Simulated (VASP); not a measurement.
# FeRuSO (P4/nmm) in VASP: single point with PBE+U

Aim: the single point of FeRuSO with PBE+U.

Everything below comes from runs of VASP 6.6.1. Logs are shortened: lines on timing, memory, paths and dates and some standing lists are left out, and cuts for length are marked.

## (1) The cell of the first run

Symmetry: P4/nmm, No. 129, tetragonal system. The conventional cell has a = 3.834 Å, b = 3.834 Å, c = 8.673 Å, α = 90.00°, β = 90.00°, γ = 90.00°. Within 3.1 Å of Ru (site symmetry -4m2) lie 4 S at 2.35 Å and 4 Ru at 2.71 Å. S (site symmetry 4mm) has 4 Ru at 2.35 Å within 3.1 Å. Within 2.8 Å of Fe (site symmetry -4m2) lie 4 O at 2.02 Å and 4 Fe at 2.71 Å. O (site symmetry 4mm) has 4 Fe at 2.02 Å within 2.7 Å.

## (2) Single point, PBE+U, collinear spin, ferrimagnetic start

POSCAR

```
FeRuSO
1.0
    3.8340656000      0.0000000000      0.0000000000
    0.0000000000      3.8340656000      0.0000000000
    0.0000000000      0.0000000000      8.6725167200
Ru S Fe O
2 2 2 2
Direct
    0.7500000000      0.2500000000      0.5000000000
    0.2500000000      0.7500000000      0.5000000000
    0.2500000000      0.2500000000      0.3442000000
    0.7500000000      0.7500000000      0.6558000000
    0.2500000000      0.7500000000      0.0000000000
    0.7500000000      0.2500000000      0.0000000000
    0.2500000000      0.2500000000      0.9256000000
    0.7500000000      0.7500000000      0.0744000000
```

INCAR.step1

```
ALGO     = Normal         # electronic algorithm
EDIFF    = 1E-6           # SCF threshold, eV
ENCUT    = 520            # plane-wave cutoff, eV
GGA      = PE             # functional
GGA_COMPAT= False        
ISIF     = 2              # what is computed and relaxed
ISMEAR   = -1             # smearing method
ISPIN    = 2              # spin polarisation
LASPH    = True           # aspherical terms in the spheres
LCHARG   = True           # write CHGCAR
LDAU     = True           # DFT+U
LDAUJ    = 0 0 0 0      
LDAUL    = 2 -1 2 -1      # shell
LDAUPRINT= 1            
LDAUTYPE = 2            
LDAUU    = 3.06 0 2.77 0  # U, eV
LMAXMIX  = 4              # l up to which the mixer works
LORBIT   = 11             # projections on sites
LREAL    = False          # projectors in reciprocal space
LWAVE    = False          # write WAVECAR
MAGMOM   = 2 2 0 0 4 -4 0 0 # initial moments
NBANDS   = 58             # bands
NEDOS    = 2001           # points of the DOS
NELM     = 200            # most SCF steps
PREC     = Accurate       # precision mode
SIGMA    = 0.1            # smearing width, eV
```

KPOINTS.step1

```
k-points
0
Gamma
  6 6 3
```

INCAR.step2

```
ALGO     = Normal         # electronic algorithm
EDIFF    = 1E-6           # SCF threshold, eV
ENCUT    = 520            # plane-wave cutoff, eV
GGA      = PE             # functional
GGA_COMPAT= False        
ICHARG   = 11             # starting density
ISIF     = 2              # what is computed and relaxed
ISMEAR   = -5             # smearing method
ISPIN    = 2              # spin polarisation
LASPH    = True           # aspherical terms in the spheres
LCHARG   = False          # write CHGCAR
LDAU     = True           # DFT+U
LDAUJ    = 0 0 0 0      
LDAUL    = 2 -1 2 -1      # shell
LDAUPRINT= 1            
LDAUTYPE = 2            
LDAUU    = 3.06 0 2.77 0  # U, eV
LMAXMIX  = 4              # l up to which the mixer works
LORBIT   = 11             # projections on sites
LREAL    = False          # projectors in reciprocal space
LWAVE    = False          # write WAVECAR
MAGMOM   = 2 2 0 0 4 -4 0 0 # initial moments
NBANDS   = 58             # bands
NEDOS    = 1001           # points of the DOS
NELM     = 200            # most SCF steps
PREC     = Accurate       # precision mode
SIGMA    = 0.1            # smearing width, eV
```

KPOINTS.step2

```
k-points
0
Gamma
  9 9 5
```

Potentials or basis: VASP PAW PBE potentials, release 64 (Ru_sv, S, Fe_sv, O).

Launch:

```bash
$ cat potpaw_PBE.64/Ru_sv/POTCAR potpaw_PBE.64/S/POTCAR potpaw_PBE.64/Fe_sv/POTCAR potpaw_PBE.64/O/POTCAR > POTCAR
$ cp INCAR.step1 INCAR
$ cp KPOINTS.step1 KPOINTS
$ mpirun -np 1 vasp_std > vasp.out
$ cp INCAR.step2 INCAR
$ cp KPOINTS.step2 KPOINTS
$ mpirun -np 1 vasp_std > vasp.out
```

OUTCAR:

```text
EDIFF = 1E-6
   ENCUT = 520
   GGA = PE
   ICHARG = 11
   ISIF = 2
   ISMEAR = -5
   ISPIN = 2
   LASPH = True
   LORBIT = 11
   LREAL = False
   NELM = 200
   PREC = Accurate

 ion  position               nearest neighbor table
   1  0.750  0.250  0.500-   3 2.35   4 2.35   4 2.35   3 2.35   2 2.71   2 2.71   2 2.71   2 2.71

   2  0.250  0.750  0.500-   3 2.35   4 2.35   3 2.35   4 2.35   1 2.71   1 2.71   1 2.71   1 2.71

   3  0.250  0.250  0.344-   1 2.35   2 2.35   2 2.35   1 2.35
   4  0.750  0.750  0.656-   1 2.35   2 2.35   1 2.35   2 2.35
   5  0.250  0.750  0.000-   7 2.02   8 2.02   7 2.02   8 2.02
   6  0.750  0.250  0.000-   7 2.02   8 2.02   8 2.02   7 2.02
   7  0.250  0.250  0.926-   5 2.02   6 2.02   5 2.02   6 2.02
   8  0.750  0.750  0.074-   5 2.02   6 2.02   6 2.02   5 2.02

  LATTYP: Found a simple tetragonal cell.
 ALAT       =     3.8340656000
 C/A-ratio  =     2.2619635720

  Lattice vectors:

 A1 = (   3.8340656000,   0.0000000000,   0.0000000000)
 A2 = (   0.0000000000,   3.8340656000,   0.0000000000)
 A3 = (   0.0000000000,   0.0000000000,   8.6725167200)

Analysis of symmetry for initial positions (statically):
=====================================================================
 Subroutine PRICEL returns:
 Original cell was already a primitive cell.

 Routine SETGRP: Setting up the symmetry group for a
 simple tetragonal supercell.

 Subroutine GETGRP returns: Found 16 space group operations
 (whereof  4 operations were pure point group operations)
 out of a pool of 16 trial point group operations.

The static configuration has the point symmetry C_2h.
 The point group associated with its full space group is D_4h.

Analysis of symmetry for dynamics (positions and initial velocities):
=====================================================================
 Subroutine PRICEL returns:
 Original cell was already a primitive cell.

 Routine SETGRP: Setting up the symmetry group for a
 simple tetragonal supercell.

 Subroutine GETGRP returns: Found 16 space group operations
 (whereof  4 operations were pure point group operations)
 out of a pool of 16 trial point group operations.

The dynamic configuration has the point symmetry C_2h.
 The point group associated with its full space group is D_4h.

Analysis of structural, dynamic, and magnetic symmetry:
=====================================================================
 Subroutine PRICEL returns:
 Original cell was already a primitive cell.

 Routine SETGRP: Setting up the symmetry group for a
 simple tetragonal supercell.

 Subroutine GETGRP returns: Found  8 space group operations
 (whereof  2 operations were pure point group operations)
 out of a pool of 16 trial point group operations.

The overall configuration has the point symmetry C_2 .
 The point group associated with its full space group is D_2d.

 Subroutine INISYM returns: Found  8 space group operations
 (whereof  2 operations are pure point group operations),
 and found     1 'primitive' translations

----------------------------------------------------------------------------------------

                                     Primitive cell

  volume of cell :     127.4865

  direct lattice vectors                    reciprocal lattice vectors
     3.834065600  0.000000000  0.000000000     0.260819742  0.000000000  0.000000000
     0.000000000  3.834065600  0.000000000     0.000000000  0.260819742  0.000000000
[... 104 lines left out ...]
   NFREE  =      0    steps in history (QN), initial steepest desc. (CG)
   ISIF   =      2    stress and relaxation
   ISYM   =      2    0-nonsym 1-usesym 2-fastsym
   POTIM  = 0.5000    time-step for ionic-motion
   TEBEG  =    0.0;   TEEND  =   0.0 temperature during run
   PSTRESS=    0.0 pullay stress
   NELECT =      88.0000    total number of electrons
   NUPDOWN=      -1.0000    fix difference up-down
   EMIN   =  10.00;   EMAX   =-10.00  energy-range for DOS
   EFERMI =   0.00;   METHOD = LEGACY
   ISMEAR =    -5;   SIGMA  =   0.10  broadening in eV -4-tet -1-fermi 0-gaus
   EFERMI_NEDOS =   21; number of points for ismear=-14 and -15
   IALGO  =     38    algorithm
   IMIX   =      4    mixing-type and parameters
     AMIX     =   0.40;   BMIX     =  1.00
     AMIX_MAG =   1.60;   BMIX_MAG =  1.00
  volume/ion in A,a.u.               =      15.94       107.54
  Fermi-wavevector in a.u.,A,eV,Ry     =   1.446819  2.734092 28.480889  2.093286
  Thomas-Fermi vector in A             =   2.564845
   LORBIT       =     11    0 simple, 1 ext, 2 COOP (PROOUT), +10 PAW based schemes
 LDA+U is selected, type is set to LDAUTYPE =  2
   angular momentum for each species LDAUL =     2   -1    2   -1
   U (eV)           for each species LDAUU =   3.1  0.0  2.8  0.0
   J (eV)           for each species LDAUJ =   0.0  0.0  0.0  0.0
   GGA     = PE    functional components
   LHFCALC =     F    Hartree Fock is set to
   AEXX    =    0.0000 exact exchange contribution
   IVDW    =     0    specifies the selected vdW correction
   LEPSILON=     F    determine dielectric tensor
   LRPA    =     F    only Hartree local field effects (RPA)
 spin polarized calculation
 Fermi weights with tetrahedron method with Bloechl corrections
  energy-cutoff  :      520.00
  volume of cell :      127.49
 maximum number of plane-waves:      3454
 NGX is ok and might be reduce to    30

atom =   1  type =  1  l = 2

 onsite density matrix

spin component  1
[... 116 lines left out ...]
  o =  0.0423  v =  0.0000  0.9998  0.0000 -0.0205  0.0000  0.0000  0.0000  0.0000  0.0000  0.0000      0.0000  0.0000  0.0000  0.0000  0.0000  0.0000  0.0000  0.0000  0.0000  0.0000
  o =  0.0423  v =  0.0000  0.0205  0.0000  0.9998  0.0000  0.0000  0.0000  0.0000  0.0000  0.0000      0.0000  0.0000  0.0000  0.0000  0.0000  0.0000  0.0000  0.0000  0.0000  0.0000
  o =  0.0592  v =  1.0000  0.0000  0.0000  0.0000  0.0000  0.0000  0.0000  0.0000  0.0000  0.0000      0.0000  0.0000  0.0000  0.0000  0.0000  0.0000  0.0000  0.0000  0.0000  0.0000
  o =  0.1321  v =  0.0000 -0.0000  0.0000  0.0000  1.0000  0.0000  0.0000  0.0000  0.0000  0.0000      0.0000  0.0000  0.0000  0.0000  0.0000  0.0000  0.0000  0.0000  0.0000  0.0000
  o =  0.7981  v =  0.0000  0.0000 -1.0000 -0.0000  0.0000  0.0000  0.0000  0.0000  0.0000  0.0000      0.0000  0.0000  0.0000  0.0000  0.0000  0.0000  0.0000  0.0000  0.0000  0.0000
  o =  0.8728  v =  0.0000  0.0000  0.0000  0.0000  0.0000  0.0000 -0.0000  1.0000 -0.0000 -0.0000      0.0000  0.0000  0.0000  0.0000  0.0000  0.0000  0.0000  0.0000  0.0000  0.0000
  o =  0.8782  v =  0.0000  0.0000  0.0000  0.0000  0.0000  1.0000  0.0000  0.0000  0.0000  0.0000      0.0000  0.0000  0.0000  0.0000  0.0000  0.0000  0.0000  0.0000  0.0000  0.0000
  o =  0.8927  v =  0.0000  0.0000  0.0000  0.0000  0.0000  0.0000  0.0152 -0.0000 -0.9999  0.0000      0.0000  0.0000  0.0000  0.0000  0.0000  0.0000  0.0000  0.0000  0.0000  0.0000
  o =  0.8927  v =  0.0000  0.0000  0.0000  0.0000  0.0000  0.0000  0.9999  0.0000  0.0152 -0.0000      0.0000  0.0000  0.0000  0.0000  0.0000  0.0000  0.0000  0.0000  0.0000  0.0000
  o =  0.9171  v =  0.0000  0.0000  0.0000  0.0000  0.0000  0.0000  0.0000  0.0000  0.0000  1.0000      0.0000  0.0000  0.0000  0.0000  0.0000  0.0000  0.0000  0.0000  0.0000  0.0000

 number of electron      88.0000042 magnetization       0.0000527

 Free energy of the ion-electron system (eV)
  ---------------------------------------------------
  ext. energy  EPLUGINS =         0.00000000
  ---------------------------------------------------
  free energy    TOTEN  =       -46.99245076 eV

  energy without entropy =      -46.99245076  energy(sigma->0) =      -46.99245076

 E-fermi :   7.1708     XC(G=0): -10.6692

 val. band max:        7.2720060776   @ k =   0.0000   0.0000   0.0000
 cond. band min:       7.1807106573   @ k =   0.4444   0.3333   0.0000
 fundamental gap:     -0.0912954203
 Fermi energy:         7.1707992124

 spin component 1

 k-point     1 :       0.0000    0.0000    0.0000
  band No.  band energies     occupation
      1     -82.5062      1.00000
      2     -78.3911      1.00000
      3     -65.4826      1.00000
      4     -65.3738      1.00000
      5     -48.9730      1.00000
      6     -48.9730      1.00000
[... 2825 lines left out ...]
     55      12.5155      0.00000
     56      13.3542      0.00000

 [... further k-points ...]

 [bands above 56 left out]

------------------------ aborting loop because EDIFF is reached ----------------------------------------

  FORCE on cell =-STRESS in cart. coord.  units (eV):
  Direction    XX          YY          ZZ          XY          YZ          ZX
  --------------------------------------------------------------------------------------
  -------------------------------------------------------------------------------------
  Total        0.6844956      0.6844956     -2.8022667      0.0000000      0.0000000      0.0000000
  in kB        8.6023487      8.6023487    -35.2172810      0.0000000      0.0000000      0.0000000
  external PRESSURE =      -6.0041945 kB  Pullay stress =       0.0000000 kB

 VOLUME and BASIS-vectors are now :
 -----------------------------------------------------------------------------
  energy-cutoff  :      520.00
  volume of cell :      127.49
      direct lattice vectors                 reciprocal lattice vectors
     3.834065600  0.000000000  0.000000000     0.260819742  0.000000000  0.000000000
     0.000000000  3.834065600  0.000000000     0.000000000  0.260819742  0.000000000
     0.000000000  0.000000000  8.672516720     0.000000000  0.000000000  0.115306783

 POSITION                                       TOTAL-FORCE (eV/Angst)
 -----------------------------------------------------------------------------------
      2.87555      0.95852      4.33626        -0.000000      0.000000      0.000000
      0.95852      2.87555      4.33626        -0.000000      0.000000      0.000000
      0.95852      0.95852      2.98508        -0.000000      0.000000      1.481149
      2.87555      2.87555      5.68744        -0.000000      0.000000     -1.481149
      0.95852      2.87555      0.00000         0.000000      0.000000      0.000000
      2.87555      0.95852      0.00000         0.000000      0.000000      0.000000
      0.95852      0.95852      8.02728        -0.000000     -0.000000      0.464946
      2.87555      2.87555      0.64524         0.000000      0.000000     -0.464946
 -----------------------------------------------------------------------------------
    total drift:                                0.000000      0.000000     -0.000000

  FREE ENERGIE OF THE ION-ELECTRON SYSTEM (eV)
  ---------------------------------------------------
  free  energy   TOTEN  =       -46.9924507605 eV

  energy  without entropy=      -46.9924507605  energy(sigma->0) =      -46.99245076

 total charge

# of ion       s       p       d       tot
------------------------------------------
    1        2.160   6.075   5.500  13.735
    2        2.160   6.075   5.500  13.735
    3        1.350   2.263   0.000   3.613
    4        1.350   2.263   0.000   3.613
    5        2.128   6.005   5.507  13.640
    6        2.128   6.005   5.507  13.640
    7        1.557   3.445   0.000   5.002
    8        1.557   3.445   0.000   5.002
--------------------------------------------------
tot         14.390  35.575  22.015  71.980

 magnetization (x)

# of ion       s       p       d       tot
------------------------------------------
    1       -0.000  -0.000   0.001   0.001
    2        0.000   0.000  -0.002  -0.001
    3        0.000   0.000   0.000   0.000
    4        0.000   0.000   0.000   0.000
    5        0.014   0.017   3.366   3.397
    6       -0.014  -0.017  -3.366  -3.397
    7       -0.000   0.000   0.000   0.000
    8       -0.000   0.000   0.000   0.000
--------------------------------------------------
tot          0.000   0.000  -0.000  -0.000
```

Run time: 9.3 min. Hardware: 1 thread of AMD EPYC 9R45 (Zen 5), shared host; peak memory 0.56 GiB.

Results:

| Item | Value |
| --- | --- |
| Net moment | 0.00 μB per cell |
| Site moments | Ru +0.00, -0.00; S +0.00; Fe +3.40, -3.40; O +0.00 μB |
| Valence electrons inside the program's atomic spheres | Ru 13.73; S 3.61; Fe 13.64; O 5.00 |

Eigenvalues of the final occupation matrices:
```csv
site,spin,trace,eigenvalues
site 1 d,1,2.78,0.51 0.52 0.52 0.58 0.65
site 1 d,2,2.78,0.51 0.52 0.52 0.58 0.65
site 2 d,1,2.78,0.51 0.52 0.52 0.58 0.65
site 2 d,2,2.78,0.51 0.52 0.52 0.58 0.65
site 5 d,1,4.45,0.87 0.88 0.89 0.89 0.92
site 5 d,2,1.07,0.04 0.04 0.06 0.13 0.80
site 6 d,1,1.07,0.04 0.04 0.06 0.13 0.80
site 6 d,2,4.45,0.87 0.88 0.89 0.89 0.92
```

The state reached can hang on the start; a lower one may exist.
